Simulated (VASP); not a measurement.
Input of a VASP 6.6.1 run:

The input INCAR:

```
SYSTEM = SiO2
ALGO = Normal
EDIFF = 1E-6
ENCUT = 520
ISIF = 2
ISMEAR = 0
LASPH = .TRUE.
LCHARG = .TRUE.
LELF = .TRUE.
LREAL = .FALSE.
LVHAR = .TRUE.
LWAVE = .FALSE.
NBANDS = 25
NELM = 80
PREC = Accurate
SIGMA = 0.05
```

KPOINTS

```
k-points
0
G
  6 6 8
  0 0 0
```

The input POSCAR:

```
SiO2
1.0
    4.2299000000      0.0000000000      0.0000000000
    0.0000000000      4.2299000000      0.0000000000
    0.0000000000      0.0000000000      2.4697000000
Si O
2 4
Direct
    0.5000000000      0.5000000000      0.5000000000
    0.0000000000      0.0000000000      0.0000000000
    0.6944252994      0.6944252994      0.0000000000
    0.1944252994      0.8055747006      0.5000000000
    0.3055747006      0.3055747006      0.0000000000
    0.8055747006      0.1944252994      0.5000000000
```

Potentials or basis: VASP PAW LDA potentials, release 64 (Si, O).

Run with:

```bash
$ cat potpaw_LDA.64/Si/POTCAR potpaw_LDA.64/O/POTCAR > POTCAR
$ mpirun -np 1 vasp_std > vasp.out
```

Question: Predict the largest force.

Answer: 0.061 eV/Å.

Question: Predict the band gap on the k mesh.

Answer: 6.69 eV.

Question: What does it give for the pressure?

Answer: 22.3 GPa.

Forces in eV/Å, atoms in the order of the input:
```
Si   0.000  0.000  0.000
Si   0.000  0.000  0.000
O   -0.043 -0.043  0.000
O   -0.043  0.043  0.000
O    0.043  0.043  0.000
O    0.043 -0.043  0.000
```

Caveat: the cell stands under pressure. A k mesh can miss the band edges.
